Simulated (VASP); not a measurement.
# Hf (R-3m) in VASP: single point with PBE

Aim: the single point of Hf with PBE.

Program: VASP 6.6.1. These are calculated values, not measurements. Logs are shortened: lines on timing, memory, paths and dates and some standing lists are left out, and cuts for length are marked.

**1. The cell of the first run**

The typed cell holds 3 atoms: a = 3.170 Å, b = 3.170 Å, c = 7.773 Å, α = 90.00°, β = 90.00°, γ = 120.00°.

**2. Single point, PBE**

File INCAR:

```
PREC     = Accurate       # precision mode
ENCUT    = 520            # plane-wave cutoff, eV
EDIFF    = 1E-6           # SCF threshold, eV
ISMEAR   = 0              # smearing method
SIGMA    = 0.1            # smearing width, eV
LREAL    = F              # projectors in reciprocal space
LASPH    = T              # aspherical terms in the spheres
NELM     = 60             # most SCF steps
ALGO     = Fast           # electronic algorithm
ISIF     = 2              # what is computed and relaxed
LWAVE    = F              # write WAVECAR
LCHARG   = T              # write CHGCAR
GGA      = PE             # functional
LELF     = T              # ELF
LVHAR    = T            
NBANDS   = 22             # bands
```

File KPOINTS:

```
regular mesh
0
Gamma
  15 15 6
```

File POSCAR:

```
Hf
1.0
    3.1701426500      0.0000000000      0.0000000000
   -1.5850713250      2.7454240685      0.0000000000
    0.0000000000      0.0000000000      7.7732622642
Hf
3
Direct
    0.0000000000      0.0000000000      0.0000000000
    0.3333333333      0.6666666667      0.3333333333
    0.6666666667      0.3333333333      0.6666666667
```

Potentials or basis: VASP PAW PBE potentials, release 64 (Hf_pv).

Command:

```
> cat potpaw_PBE.64/Hf_pv/POTCAR > POTCAR
> mpirun -np 1 vasp_std > vasp.out
```

OUTCAR:

```text
PREC = Accurate
   ENCUT = 520
   EDIFF = 1E-6
   ISMEAR = 0
   LREAL = F
   LASPH = T
   NELM = 60
   ISIF = 2
   GGA = PE

 ion  position               nearest neighbor table
   1  0.000  0.000  0.000-   2 3.17   3 3.17   2 3.17   3 3.17   3 3.17   2 3.17
   2  0.333  0.667  0.333-   1 3.17   1 3.17   1 3.17   3 3.17   3 3.17   3 3.17
   3  0.667  0.333  0.667-   1 3.17   1 3.17   1 3.17   2 3.17   2 3.17   2 3.17

  LATTYP: Found a hexagonal cell.
 ALAT       =     3.1701426500
 C/A-ratio  =     2.4520228653

  Lattice vectors:

 A1 = (   3.1701426500,   0.0000000000,   0.0000000000)
 A2 = (  -1.5850713250,   2.7454240685,   0.0000000000)
 A3 = (   0.0000000000,   0.0000000000,   7.7732622642)

Analysis of symmetry for initial positions (statically):
=====================================================================
 Subroutine PRICEL returns following result:

  LATTYP: Found a trigonal (rhomboedric) cell.
 ALAT       =     3.1723286132
 COS(alpha) =     0.5006888348

  Lattice vectors:

 A1 = (   1.5850713248,  -0.9151413561,   2.5910874211)
 A2 = (  -0.0000000002,   1.8302827124,   2.5910874211)
 A3 = (  -1.5850713247,  -0.9151413563,   2.5910874219)

   3 primitive cells build up your supercell.

 Routine SETGRP: Setting up the symmetry group for a
 hexagonal supercell.

 Subroutine GETGRP returns: Found 12 space group operations
 (whereof 12 operations were pure point group operations)
 out of a pool of 24 trial point group operations.

The static configuration has the point symmetry D_3d.

Analysis of symmetry for dynamics (positions and initial velocities):
=====================================================================
 Subroutine PRICEL returns following result:

  LATTYP: Found a trigonal (rhomboedric) cell.
 ALAT       =     3.1723286132
 COS(alpha) =     0.5006888348

  Lattice vectors:

 A1 = (   1.5850713248,  -0.9151413561,   2.5910874211)
 A2 = (  -0.0000000002,   1.8302827124,   2.5910874211)
 A3 = (  -1.5850713247,  -0.9151413563,   2.5910874219)

   3 primitive cells build up your supercell.

 Routine SETGRP: Setting up the symmetry group for a
 hexagonal supercell.

 Subroutine GETGRP returns: Found 12 space group operations
 (whereof 12 operations were pure point group operations)
 out of a pool of 24 trial point group operations.

The dynamic configuration has the point symmetry D_3d.

 Subroutine INISYM returns: Found 12 space group operations
 (whereof 12 operations are pure point group operations),
 and found     3 'primitive' translations

----------------------------------------------------------------------------------------

                                     Primitive cell

  volume of cell :      22.5512

  direct lattice vectors                    reciprocal lattice vectors
     1.585071325 -0.915141356  2.591087421     0.315443218 -0.182121227  0.128646116
    -0.000000000  1.830282712  2.591087421     0.000000000  0.364242454  0.128646116
    -1.585071325 -0.915141356  2.591087422    -0.315443218 -0.182121227  0.128646116

  length of vectors
     3.172328613  3.172328613  3.172328614     0.386293138  0.386293138  0.386293138

  position of ions in fractional coordinates (direct lattice)
     0.000000000  0.000000000  0.000000000

  ion indices of the primitive-cell ions
   primitive index   ion index
                 1           1

----------------------------------------------------------------------------------------

 KPOINTS: regular mesh

Automatic generation of k-mesh.
 Grid dimensions read from file:
 generate k-points for:   15   15    6

 Generating k-lattice:

  Cartesian coordinates                     Fractional coordinates (reciprocal lattice)
     0.021029548  0.012141415  0.000000000     0.066666667  0.000000000  0.000000000
     0.000000000  0.024282830  0.000000000     0.000000000  0.066666667  0.000000000
     0.000000000  0.000000000  0.021441019     0.000000000  0.000000000  0.166666667

  Length of vectors
     0.024282830  0.024282830  0.021441019

  Shift w.r.t. Gamma in fractional coordinates (k-lattice)
     0.000000000  0.000000000  0.000000000

 Subroutine IBZKPT returns following result:
 ===========================================

 Found    146 irreducible k-points:

 Following reciprocal coordinates:
            Coordinates               Weight
  0.000000  0.000000  0.000000      1.000000
  0.066667 -0.000000  0.000000      6.000000
  0.133333 -0.000000  0.000000      6.000000
  0.200000 -0.000000  0.000000      6.000000
  0.266667 -0.000000  0.000000      6.000000
  0.333333 -0.000000  0.000000      6.000000
[... 16 lines left out ...]
  0.333333  0.200000  0.000000     12.000000
  0.400000  0.200000  0.000000      6.000000
 [... further k-points ...]
   k-points           NKPTS =    146   k-points in BZ     NKDIM =    146   number of bands    NBANDS=     22
   number of dos      NEDOS =    301   number of ions     NIONS =      3
   total plane-waves  NPLWV =  34560
   dimension x,y,z NGX =    24 NGY =   24 NGZ =   60
   dimension x,y,z NGXF=    48 NGYF=   48 NGZF=  120
   ions per type =               3
   NGX,Y,Z   is equivalent  to a cutoff of  12.59, 12.59, 12.83 a.u.
   NGXF,Y,Z  is equivalent  to a cutoff of  25.17, 25.17, 25.66 a.u.
 SYSTEM =  unknown system
   PREC   = accura    normal or accurate (medium, high low for compatibility)
   ISTART =      0    job   : 0-new  1-cont  2-samecut
   ICHARG =      2    charge: 1-file 2-atom 10-const
   ISPIN  =      1    spin polarized calculation?
   LNONCOLLINEAR =      F non collinear calculations
   LSORBIT =      F    spin-orbit coupling
   LASPH  =      T    aspherical Exc in radial PAW
   ENCUT  =  520.0 eV  38.22 Ry    6.18 a.u.   5.89  5.89 14.45*2*pi/ulx,y,z
   NELM   =     60;   NELMIN=  2; NELMDL= -5     # of ELM steps
   EDIFF  = 0.1E-05   stopping-criterion for ELM
   LREAL  =      F    real-space projection
   EDIFFG = 0.1E-04   stopping-criterion for IOM
   NSW    =      0    number of steps for IOM
   IBRION =     -1    ionic relax: 0-MD 1-quasi-New 2-CG
   NFREE  =      0    steps in history (QN), initial steepest desc. (CG)
   ISIF   =      2    stress and relaxation
   ISYM   =      2    0-nonsym 1-usesym 2-fastsym
   POTIM  = 0.5000    time-step for ionic-motion
   TEBEG  =    0.0;   TEEND  =   0.0 temperature during run
   PSTRESS=    0.0 pullay stress
   NELECT =      30.0000    total number of electrons
   NUPDOWN=      -1.0000    fix difference up-down
   EMIN   =  10.00;   EMAX   =-10.00  energy-range for DOS
   EFERMI =   0.00;   METHOD = LEGACY
   ISMEAR =     0;   SIGMA  =   0.10  broadening in eV -4-tet -1-fermi 0-gaus
   EFERMI_NEDOS =   21; number of points for ismear=-14 and -15
   IALGO  =     68    algorithm
   IMIX   =      4    mixing-type and parameters
     AMIX     =   0.40;   BMIX     =  1.00
     AMIX_MAG =   1.60;   BMIX_MAG =  1.00
  volume/ion in A,a.u.               =      22.55       152.18
  Fermi-wavevector in a.u.,A,eV,Ry     =   1.248393  2.359121 21.204484  1.558486
  Thomas-Fermi vector in A             =   2.382482
   LORBIT       =      0    0 simple, 1 ext, 2 COOP (PROOUT), +10 PAW based schemes
   GGA     = PE    functional components
   LHFCALC =     F    Hartree Fock is set to
   AEXX    =    0.0000 exact exchange contribution
   IVDW    =     0    specifies the selected vdW correction
   LEPSILON=     F    determine dielectric tensor
   LRPA    =     F    only Hartree local field effects (RPA)
 non-spin polarized calculation
 RMM-DIIS sequential band-by-band and
 Gauss-broadening in eV      SIGMA  =   0.10
  energy-cutoff  :      520.00
  volume of cell :       67.65
 maximum number of plane-waves:      1839
   NGX = 11   NGY = 11   NGZ = 29

 number of electron      30.0000005 magnetization

 Free energy of the ion-electron system (eV)
  ---------------------------------------------------
  ext. energy  EPLUGINS =         0.00000000
  ---------------------------------------------------
  free energy    TOTEN  =       -29.57111701 eV

  energy without entropy =      -29.54817794  energy(sigma->0) =      -29.55964747

 E-fermi :   4.6803     XC(G=0): -11.2499

 val. band max:        4.6774213613   @ k =   0.0667   0.0667   0.3333
 cond. band min:       4.6819154073   @ k =   0.2667  -0.0000   0.0000
 fundamental gap:      0.0044940460
 Fermi energy:         4.6802591869

 k-point     1 :       0.0000    0.0000    0.0000
  band No.  band energies     occupation
      1     -25.9619      2.00000
      2     -25.9619      2.00000
      3     -25.4391      2.00000
      4     -25.4391      2.00000
      5     -25.4391      2.00000
      6     -25.4391      2.00000
[... 14 lines left out ...]
     21       6.1959      0.00000
     22       8.8457      0.00000

 k-point     2 :       0.0667   -0.0000    0.0000
  band No.  band energies     occupation
      1     -25.9579      2.00000
      2     -25.9571      2.00000
      3     -25.4747      2.00000
      4     -25.4584      2.00000
      5     -25.4484      2.00000
      6     -25.4324      2.00000
[... 14 lines left out ...]
     21       6.3360      0.00000
     22       8.7086      0.00000

 k-point     3 :       0.1333   -0.0000    0.0000
  band No.  band energies     occupation
      1     -25.9499      2.00000
      2     -25.9433      2.00000
      3     -25.5485      2.00000
      4     -25.4958      2.00000
      5     -25.4885      2.00000
      6     -25.4768      2.00000
[... 14 lines left out ...]
     21       6.7221      0.00000
     22       8.3678      0.00000
[... 476 lines left out ...]
 k-point    23 :       0.3333    0.2000    0.0000
  band No.  band energies     occupation
      1     -26.0140      2.00000
      2     -26.0070      2.00000
      3     -25.9719      2.00000
      4     -25.7523      2.00000
      5     -25.7368      2.00000
      6     -25.6990      2.00000
[... 14 lines left out ...]
     21       8.8558      0.00000
     22       9.0887      0.00000

 k-point    24 :       0.4000    0.2000    0.0000
  band No.  band energies     occupation
      1     -26.0178      2.00000
      2     -26.0005      2.00000
      3     -26.0005      2.00000
      4     -25.7665      2.00000
      5     -25.7291      2.00000
      6     -25.7291      2.00000
[... 14 lines left out ...]
     21       9.1576      0.00000
     22       9.8620      0.00000

 [... further k-points ...]

------------------------ aborting loop because EDIFF is reached ----------------------------------------

  FORCE on cell =-STRESS in cart. coord.  units (eV):
  Direction    XX          YY          ZZ          XY          YZ          ZX
  --------------------------------------------------------------------------------------
  -------------------------------------------------------------------------------------
  Total       -0.1754952     -0.1754952     -0.1740250      0.0000000      0.0000000     -0.0000000
  in kB       -4.1560828     -4.1560828     -4.1212669      0.0000000      0.0000000     -0.0000000
  external PRESSURE =      -4.1444775 kB  Pullay stress =       0.0000000 kB

 VOLUME and BASIS-vectors are now :
 -----------------------------------------------------------------------------
  energy-cutoff  :      520.00
  volume of cell :       67.65
      direct lattice vectors                 reciprocal lattice vectors
     3.170142650  0.000000000  0.000000000     0.315443218  0.182121227  0.000000000
    -1.585071325  2.745424069  0.000000000     0.000000000  0.364242454  0.000000000
     0.000000000  0.000000000  7.773262264     0.000000000  0.000000000  0.128646116

 POSITION                                       TOTAL-FORCE (eV/Angst)
 -----------------------------------------------------------------------------------
      0.00000      0.00000      0.00000        -0.000000     -0.000000      0.000000
     -0.00000      1.83028      2.59109         0.000000     -0.000000      0.000000
      1.58507      0.91514      5.18217         0.000000      0.000000     -0.000000
 -----------------------------------------------------------------------------------
    total drift:                               -0.000000      0.000000     -0.000000

  FREE ENERGIE OF THE ION-ELECTRON SYSTEM (eV)
  ---------------------------------------------------
  free  energy   TOTEN  =       -29.5711170102 eV

  energy  without entropy=      -29.5481779356  energy(sigma->0) =      -29.55964747
```

It took 87 s on 1 thread of Intel Xeon 6975P-C (Granite Rapids), shared host; peak memory 0.29 GiB.

Results:

```
Free energy            : -29.5711 eV
Pressure               : -0.4 GPa
Band gap on the k mesh : zero (band 15 reaches 6.07 eV, above the bottom of band 16 at 4.14 eV)
```

Caveat: spin-orbit coupling is left out, which moves the levels of the heavy elements.
